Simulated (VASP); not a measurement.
The system is ZnSe.

```
CELL_PARAMETERS angstrom
0.00000 2.83380 2.83380
2.83380 0.00000 2.83380
2.83380 2.83380 0.00000
ATOMIC_POSITIONS crystal
Zn 0.00000 0.00000 0.00000
Se 0.75000 0.75000 0.75000
```

Base run:

```yaml
Program: VASP 6.6.1
Functional: PBE
Potentials_or_basis: VASP PAW PBE potentials, release 64 (Zn, Se)
Cutoff: 500 eV
k_mesh: 10 × 10 × 10
Occupations: gaussian, width 0.01 eV
Spin: no spin polarisation
```

Its results: band gap on the k mesh 1.29 eV; pressure 2.3 GPa.

Task: After a change of settings the same cell gave: band gap on the k mesh 1.16 eV; pressure 8.2 GPa. Which change was it?
A. k mesh from 10 × 10 × 10 to 4 × 4 × 4
B. k mesh from 10 × 10 × 10 to 2 × 2 × 2
C. k mesh from 10 × 10 × 10 to 6 × 6 × 6
D. k mesh from 10 × 10 × 10 to 8 × 8 × 8

Result: B.

Caveats: some runs use coarse meshes.
